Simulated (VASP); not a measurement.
# RbBr (I4/mmm) in VASP: notebook

The runs below take RbBr through single point, with LDA.

Everything below comes from runs of VASP 6.6.1. Logs are shortened: lines on timing, memory, paths and dates and some standing lists are left out, and cuts for length are marked.

## 1. The cell of the first run

Symmetry: I4/mmm, No. 139, tetragonal system. The conventional cell has a = 4.459 Å, b = 4.459 Å, c = 6.855 Å, α = 90.00°, β = 90.00°, γ = 90.00°. Within 4.1 Å of Rb (site symmetry 4/mmm) lie 6 Br at 3.15 to 3.43 Å. Within 4.1 Å of Br (site symmetry 4/mmm) lie 6 Rb at 3.15 to 3.43 Å.

## 2. Single point, LDA (strain -0.080 along x and y, +0.000 along z)

Contents of INCAR:

```
PREC     = Accurate       # precision mode
ENCUT    = 520            # plane-wave cutoff, eV
EDIFF    = 1E-7           # SCF threshold, eV
ISMEAR   = 0              # smearing method
SIGMA    = 0.05           # smearing width, eV
LREAL    = False          # projectors in reciprocal space
LASPH    = True           # aspherical terms in the spheres
NELM     = 100            # most SCF steps
ALGO     = Normal         # electronic algorithm
ISIF     = 2              # what is computed and relaxed
LWAVE    = False          # write WAVECAR
LCHARG   = True           # write CHGCAR
LELF     = True           # ELF
LVHAR    = True         
NBANDS   = 15             # bands
```

Contents of KPOINTS:

```
regular mesh
0
Gamma
  6 6 6
```

Contents of POSCAR:

```
RbBr
1.0
    0.0000000000      3.1533000000      3.4275000000
    3.1533000000      0.0000000000      3.4275000000
    3.1533000000      3.1533000000      0.0000000000
Rb Br
1 1
Direct
    0.0000000000      0.0000000000      0.0000000000
    0.5000000000      0.5000000000      0.5000000000
```

Potentials or basis: VASP PAW LDA potentials, release 64 (Rb_sv, Br).

On the command line:

```sh
$ cat potpaw_LDA.64/Rb_sv/POTCAR potpaw_LDA.64/Br/POTCAR > POTCAR
$ mpirun -np 1 vasp_std > vasp.out
```

OUTCAR:

```text
PREC = Accurate
   ENCUT = 520
   EDIFF = 1E-7
   ISMEAR = 0
   LREAL = False
   LASPH = True
   NELM = 100
   ISIF = 2

 ion  position               nearest neighbor table
   1  0.000  0.000  0.000-   2 3.15   2 3.15   2 3.15   2 3.15   2 3.43   2 3.43
   2  0.500  0.500  0.500-   1 3.15   1 3.15   1 3.15   1 3.15   1 3.43   1 3.43

  LATTYP: Found a body centered tetragonal cell.
 ALAT       =     4.4594396262
 C/A-ratio  =     1.5371886548

  Lattice vectors:

 A1 = (  -3.1533000000,   0.0000000000,   3.4275000000)
 A2 = (   3.1533000000,   0.0000000000,   3.4275000000)
 A3 = (   0.0000000000,   3.1533000000,  -3.4275000000)

Analysis of symmetry for initial positions (statically):
=====================================================================
 Subroutine PRICEL returns:
 Original cell was already a primitive cell.

 Routine SETGRP: Setting up the symmetry group for a
 body centered tetragonal supercell.

 Subroutine GETGRP returns: Found 16 space group operations
 (whereof 16 operations were pure point group operations)
 out of a pool of 16 trial point group operations.

The static configuration has the point symmetry D_4h.

Analysis of symmetry for dynamics (positions and initial velocities):
=====================================================================
 Subroutine PRICEL returns:
 Original cell was already a primitive cell.

 Routine SETGRP: Setting up the symmetry group for a
 body centered tetragonal supercell.

 Subroutine GETGRP returns: Found 16 space group operations
 (whereof 16 operations were pure point group operations)
 out of a pool of 16 trial point group operations.

The dynamic configuration has the point symmetry D_4h.

 Subroutine INISYM returns: Found 16 space group operations
 (whereof 16 operations are pure point group operations),
 and found     1 'primitive' translations

----------------------------------------------------------------------------------------

                                     Primitive cell

  volume of cell :      68.1613

  direct lattice vectors                    reciprocal lattice vectors
     0.000000000  3.153300000  3.427500000    -0.158564044  0.158564044  0.145878920
     3.153300000  0.000000000  3.427500000     0.158564044 -0.158564044  0.145878920
     3.153300000  3.153300000  0.000000000     0.158564044  0.158564044 -0.145878920

  length of vectors
     4.657365901  4.657365901  4.459439626     0.267517797  0.267517797  0.267517797

  position of ions in fractional coordinates (direct lattice)
     0.000000000  0.000000000  0.000000000
     0.500000000  0.500000000  0.500000000

  ion indices of the primitive-cell ions
   primitive index   ion index
                 1           1
                 2           2

----------------------------------------------------------------------------------------

 KPOINTS: regular mesh

Automatic generation of k-mesh.
 Grid dimensions read from file:
 generate k-points for:    6    6    6

 Generating k-lattice:

  Cartesian coordinates                     Fractional coordinates (reciprocal lattice)
    -0.026427341  0.026427341  0.024313153     0.166666667  0.000000000  0.000000000
     0.026427341 -0.026427341  0.024313153     0.000000000  0.166666667  0.000000000
     0.026427341  0.026427341 -0.024313153     0.000000000  0.000000000  0.166666667

  Length of vectors
     0.044586299  0.044586299  0.044586299

  Shift w.r.t. Gamma in fractional coordinates (k-lattice)
     0.000000000  0.000000000  0.000000000

 Subroutine IBZKPT returns following result:
 ===========================================

 Found     30 irreducible k-points:

 Following reciprocal coordinates:
            Coordinates               Weight
  0.000000  0.000000  0.000000      1.000000
  0.166667  0.000000  0.000000      8.000000
  0.333333  0.000000  0.000000      8.000000
  0.500000  0.000000  0.000000      4.000000
  0.166667  0.166667  0.000000      2.000000
  0.333333  0.166667  0.000000      8.000000
[... 16 lines left out ...]
  0.333333  0.000000  0.333333      4.000000
  0.500000  0.000000  0.333333     16.000000
 [... further k-points ...]
   k-points           NKPTS =     30   k-points in BZ     NKDIM =     30   number of bands    NBANDS=     15
   number of dos      NEDOS =    301   number of ions     NIONS =      2
   total plane-waves  NPLWV =  46656
   dimension x,y,z NGX =    36 NGY =   36 NGZ =   36
   dimension x,y,z NGXF=    72 NGYF=   72 NGZF=   72
   ions per type =               1   1
   NGX,Y,Z   is equivalent  to a cutoff of  12.85, 12.85, 13.42 a.u.
   NGXF,Y,Z  is equivalent  to a cutoff of  25.70, 25.70, 26.84 a.u.
 SYSTEM =  unknown system
   PREC   = accura    normal or accurate (medium, high low for compatibility)
   ISTART =      0    job   : 0-new  1-cont  2-samecut
   ICHARG =      2    charge: 1-file 2-atom 10-const
   ISPIN  =      1    spin polarized calculation?
   LNONCOLLINEAR =      F non collinear calculations
   LSORBIT =      F    spin-orbit coupling
   LASPH  =      T    aspherical Exc in radial PAW
   ENCUT  =  520.0 eV  38.22 Ry    6.18 a.u.   8.66  8.66  8.29*2*pi/ulx,y,z
   NELM   =    100;   NELMIN=  2; NELMDL= -5     # of ELM steps
   EDIFF  = 0.1E-06   stopping-criterion for ELM
   LREAL  =      F    real-space projection
   EDIFFG = 0.1E-05   stopping-criterion for IOM
   NSW    =      0    number of steps for IOM
   IBRION =     -1    ionic relax: 0-MD 1-quasi-New 2-CG
   NFREE  =      0    steps in history (QN), initial steepest desc. (CG)
   ISIF   =      2    stress and relaxation
   ISYM   =      2    0-nonsym 1-usesym 2-fastsym
   POTIM  = 0.5000    time-step for ionic-motion
   TEBEG  =    0.0;   TEEND  =   0.0 temperature during run
   PSTRESS=    0.0 pullay stress
   NELECT =      16.0000    total number of electrons
   NUPDOWN=      -1.0000    fix difference up-down
   EMIN   =  10.00;   EMAX   =-10.00  energy-range for DOS
   EFERMI =   0.00;   METHOD = LEGACY
   ISMEAR =     0;   SIGMA  =   0.05  broadening in eV -4-tet -1-fermi 0-gaus
   EFERMI_NEDOS =   21; number of points for ismear=-14 and -15
   IALGO  =     38    algorithm
   IMIX   =      4    mixing-type and parameters
     AMIX     =   0.40;   BMIX     =  1.00
     AMIX_MAG =   1.60;   BMIX_MAG =  1.00
  volume/ion in A,a.u.               =      34.08       229.99
  Fermi-wavevector in a.u.,A,eV,Ry     =   1.009878  1.908392 13.875944  1.019853
  Thomas-Fermi vector in A             =   2.142833
   LORBIT       =      0    0 simple, 1 ext, 2 COOP (PROOUT), +10 PAW based schemes
   GGA     = CA    functional components
   LHFCALC =     F    Hartree Fock is set to
   AEXX    =    0.0000 exact exchange contribution
   IVDW    =     0    specifies the selected vdW correction
   LEPSILON=     F    determine dielectric tensor
   LRPA    =     F    only Hartree local field effects (RPA)
 non-spin polarized calculation
 Gauss-broadening in eV      SIGMA  =   0.05
  energy-cutoff  :      520.00
  volume of cell :       68.16
 maximum number of plane-waves:      1868
 NGX is ok and might be reduce to    36
   NGX = 17   NGY = 17   NGZ = 17

 number of electron      16.0000000 magnetization

 Free energy of the ion-electron system (eV)
  ---------------------------------------------------
  ext. energy  EPLUGINS =         0.00000000
  ---------------------------------------------------
  free energy    TOTEN  =        -6.62507115 eV

  energy without entropy =       -6.62507115  energy(sigma->0) =       -6.62507115

 E-fermi :  -0.8678     XC(G=0):  -8.4017

 val. band max:       -1.1350865033   @ k =   0.0000   0.0000   0.0000
 cond. band min:       3.1448903995   @ k =   0.0000   0.0000   0.0000
 fundamental gap:      4.2799769028
 Fermi energy:        -0.8678409621

 k-point     1 :       0.0000    0.0000    0.0000
  band No.  band energies     occupation
      1     -25.1890      2.00000
      2     -13.6285      2.00000
      3      -9.3786      2.00000
      4      -9.3786      2.00000
      5      -9.3208      2.00000
      6      -1.3244      2.00000
      7      -1.1351      2.00000
      8      -1.1351      2.00000
      9       3.1449      0.00000
     10       5.4252      0.00000
     11       6.0085      0.00000
     12       6.0085      0.00000
     13       6.7214      0.00000
     14       7.1306      0.00000
     15       9.7031      0.00000

 k-point     2 :       0.1667    0.0000    0.0000
  band No.  band energies     occupation
      1     -25.1825      2.00000
      2     -13.6608      2.00000
      3      -9.3711      2.00000
      4      -9.3467      2.00000
      5      -9.3234      2.00000
      6      -1.6537      2.00000
      7      -1.4020      2.00000
      8      -1.3160      2.00000
      9       3.9116      0.00000
     10       5.6190      0.00000
     11       6.0982      0.00000
     12       6.3757      0.00000
     13       7.2589      0.00000
     14       7.7165      0.00000
     15      10.9065      0.00000

 k-point     3 :       0.3333    0.0000    0.0000
  band No.  band energies     occupation
      1     -25.1695      2.00000
      2     -13.7241      2.00000
      3      -9.3662      2.00000
      4      -9.3557      2.00000
      5      -9.2445      2.00000
      6      -2.3312      2.00000
      7      -1.6733      2.00000
      8      -1.6430      2.00000
      9       5.1636      0.00000
     10       6.1112      0.00000
     11       7.1811      0.00000
     12       7.4138      0.00000
     13       8.5524      0.00000
     14       9.1397      0.00000
     15      10.8737      0.00000
[... 343 lines left out ...]
 k-point    23 :       0.3333    0.0000    0.3333
  band No.  band energies     occupation
      1     -25.1614      2.00000
      2     -13.6346      2.00000
      3      -9.5378      2.00000
      4      -9.4678      2.00000
      5      -9.4096      2.00000
      6      -2.0247      2.00000
      7      -1.4826      2.00000
      8      -1.2980      2.00000
      9       4.1730      0.00000
     10       5.2673      0.00000
     11       7.8357      0.00000
     12       8.7467      0.00000
     13       9.0240      0.00000
     14       9.2967      0.00000
     15      10.6814      0.00000

 k-point    24 :       0.5000    0.0000    0.3333
  band No.  band energies     occupation
      1     -25.1555      2.00000
      2     -13.6054      2.00000
      3      -9.6530      2.00000
      4      -9.5138      2.00000
      5      -9.4228      2.00000
      6      -1.8044      2.00000
      7      -1.5973      2.00000
      8      -1.4697      2.00000
      9       4.3287      0.00000
     10       6.3302      0.00000
     11       7.9589      0.00000
     12       8.5983      0.00000
     13       8.9383      0.00000
     14       9.5339      0.00000
     15      10.4664      0.00000

 [... further k-points ...]
[... 5 lines left out ...]
  --------------------------------------------------------------------------------------
  -------------------------------------------------------------------------------------
  Total        1.7496136      1.7496136     -0.2631591      0.0000000      0.0000000      0.0000000
  in kB       41.1258318     41.1258318     -6.1857303      0.0000000      0.0000000      0.0000000
  external PRESSURE =      25.3553111 kB  Pullay stress =       0.0000000 kB

 VOLUME and BASIS-vectors are now :
 -----------------------------------------------------------------------------
  energy-cutoff  :      520.00
  volume of cell :       68.16
      direct lattice vectors                 reciprocal lattice vectors
     0.000000000  3.153300000  3.427500000    -0.158564044  0.158564044  0.145878920
     3.153300000  0.000000000  3.427500000     0.158564044 -0.158564044  0.145878920
     3.153300000  3.153300000  0.000000000     0.158564044  0.158564044 -0.145878920

 POSITION                                       TOTAL-FORCE (eV/Angst)
 -----------------------------------------------------------------------------------
      0.00000      0.00000      0.00000         0.000000      0.000000      0.000000
      3.15330      3.15330      3.42750         0.000000      0.000000     -0.000000
 -----------------------------------------------------------------------------------
    total drift:                                0.000000      0.000000      0.000000

  FREE ENERGIE OF THE ION-ELECTRON SYSTEM (eV)
  ---------------------------------------------------
  free  energy   TOTEN  =        -6.6250711470 eV

  energy  without entropy=       -6.6250711470  energy(sigma->0) =       -6.62507115
```

It took 12 s on 1 thread of Intel Xeon 6975P-C (Granite Rapids), shared host; peak memory 0.18 GiB.

Results:

```
Free energy            : -6.6251 eV
Pressure               : 2.5 GPa
Band gap on the k mesh : 4.28 eV, direct
```

Levels at points of the mesh, in eV from the valence-band top:
```
           k point  band 4  band 5  band 6  band 7  band 8  band 9  band 10  band 11  band 12  band 13
(0.00, 0.00, 0.00)   -8.24   -8.19   -0.19    0.00    0.00    4.28     6.56     7.14     7.14     7.86
(0.50, 0.00, 0.00)   -8.21   -8.07   -1.48   -0.66   -0.66    6.77     7.84     9.68     9.70    10.14
(0.50, 0.50, 0.00)   -8.35   -8.35   -0.75   -0.13   -0.13    5.03     7.41     9.16     9.43     9.82
(0.50, 0.00, 0.50)   -8.46   -8.31   -0.46   -0.35   -0.17    4.95     7.37     9.43     9.64     9.97
```

Caveat: the cell differs from its parent crystal (strain -0.080 along x and y, +0.000 along z).

## 3. Single point, LDA (strain -0.040 along x and y, -0.080 along z)

Contents of INCAR:

```
SYSTEM = RbBr
ALGO = Normal ; EDIFF = 1E-6
ENCUT = 520 ; ISIF = 2
ISMEAR = 0 ; LASPH = .TRUE.
LCHARG = .FALSE. ; LREAL = .FALSE.
LWAVE = .FALSE. ; NBANDS = 15
NELM = 80 ; PREC = Accurate
SIGMA = 0.05
```

Contents of KPOINTS:

```
k-points
0
G
  6 6 6
  0 0 0
```

Contents of POSCAR:

```
RbBr
1.0
    0.0000000000      3.2904000000      3.1533000000
    3.2904000000      0.0000000000      3.1533000000
    3.2904000000      3.2904000000      0.0000000000
Rb Br
1 1
Direct
    0.0000000000      0.0000000000      0.0000000000
    0.5000000000      0.5000000000      0.5000000000
```

Potentials or basis: VASP PAW LDA potentials, release 64 (Rb_sv, Br).

On the command line:

```sh
$ cat potpaw_LDA.64/Rb_sv/POTCAR potpaw_LDA.64/Br/POTCAR > POTCAR
$ mpirun -np 1 vasp_std > vasp.out
```

OUTCAR:

```text
SYSTEM = RbBr
   EDIFF = 1E-6
   ENCUT = 520
   ISIF = 2
   ISMEAR = 0
   LASPH = .TRUE.
   LREAL = .FALSE.
   NELM = 80
   PREC = Accurate

 ion  position               nearest neighbor table
   1  0.000  0.000  0.000-   2 3.15   2 3.15   2 3.29   2 3.29   2 3.29   2 3.29
   2  0.500  0.500  0.500-   1 3.15   1 3.15   1 3.29   1 3.29   1 3.29   1 3.29

  LATTYP: Found a body centered tetragonal cell.
 ALAT       =     4.6533283056
 C/A-ratio  =     1.3552879973

  Lattice vectors:

 A1 = (   0.0000000000,  -3.2904000000,  -3.1533000000)
[... 612 lines left out ...]
     12       8.4862      0.00000
     13       8.6809      0.00000
     14       9.5635      0.00000
     15      10.1881      0.00000

 [... further k-points ...]
[... 5 lines left out ...]
  --------------------------------------------------------------------------------------
  -------------------------------------------------------------------------------------
  Total        0.4791205      0.4791205      1.7388014      0.0000000     -0.0000000      0.0000000
  in kB       11.2424947     11.2424947     40.8007249      0.0000000     -0.0000000      0.0000000
  external PRESSURE =      21.0952381 kB  Pullay stress =       0.0000000 kB

 VOLUME and BASIS-vectors are now :
 -----------------------------------------------------------------------------
  energy-cutoff  :      520.00
  volume of cell :       68.28
      direct lattice vectors                 reciprocal lattice vectors
     0.000000000  3.290400000  3.153300000    -0.151957209  0.151957209  0.158564044
     3.290400000  0.000000000  3.153300000     0.151957209 -0.151957209  0.158564044
     3.290400000  3.290400000  0.000000000     0.151957209  0.151957209 -0.158564044

 POSITION                                       TOTAL-FORCE (eV/Angst)
 -----------------------------------------------------------------------------------
      0.00000      0.00000      0.00000        -0.000000      0.000000      0.000000
      3.29040      3.29040      3.15330         0.000000     -0.000000     -0.000000
 -----------------------------------------------------------------------------------
    total drift:                                0.000000      0.000000      0.000000

  FREE ENERGIE OF THE ION-ELECTRON SYSTEM (eV)
  ---------------------------------------------------
  free  energy   TOTEN  =        -6.6673300681 eV

  energy  without entropy=       -6.6673300681  energy(sigma->0) =       -6.66733007
```

OSZICAR:

```text
N       E                     dE             d eps       ncg     rms          rms(c)
DAV:   1     0.792939629043E+02    0.79294E+02   -0.68918E+03   900   0.939E+02
DAV:   2    -0.176779955179E+01   -0.81062E+02   -0.73855E+02  1263   0.170E+02
DAV:   3    -0.674901470401E+01   -0.49812E+01   -0.49566E+01  1175   0.424E+01
DAV:   4    -0.687616002845E+01   -0.12715E+00   -0.12712E+00  1313   0.632E+00
DAV:   5    -0.687694542612E+01   -0.78540E-03   -0.78539E-03  1210   0.502E-01    0.431E+00
DAV:   6    -0.669211825397E+01    0.18483E+00   -0.20752E-01  1103   0.228E+00    0.294E+00
DAV:   7    -0.666701216478E+01    0.25106E-01   -0.84886E-02  1131   0.154E+00    0.116E+00
DAV:   8    -0.666723591955E+01   -0.22375E-03   -0.71151E-03  1012   0.482E-01    0.832E-02
DAV:   9    -0.666728113067E+01   -0.45211E-04   -0.20547E-04  1208   0.900E-02    0.505E-02
DAV:  10    -0.666733011604E+01   -0.48985E-04   -0.70238E-05   995   0.425E-02    0.109E-02
DAV:  11    -0.666733006808E+01    0.47962E-07   -0.99812E-06  1145   0.178E-02
   1 F= -.66673301E+01 E0= -.66673301E+01  d E =-.147637E-17
```

stdout:

```text
POSCAR found type information on POSCAR RbBr
 POSCAR found :  2 types and       2 ions
 scaLAPACK will be used
 LDA part: xc-table for (Slater(with rela. corr.)+CA(PZ))
 , standard interpolation
 POSCAR, INCAR and KPOINTS ok, starting setup
 FFT: planning ... GRIDC
 FFT: planning ... GRID_SOFT
 FFT: planning ... GRID
 WAVECAR not read
 entering main loop
```

It took 13 s on 1 thread of Intel Xeon 6975P-C (Granite Rapids), shared host; peak memory 0.18 GiB.

Results:

```
Free energy            : -6.6673 eV
Pressure               : 2.1 GPa
Band gap on the k mesh : 4.30 eV, direct
```

Caveat: the cell differs from its parent crystal (strain -0.040 along x and y, -0.080 along z).

(Continued in part 2 of 3.)
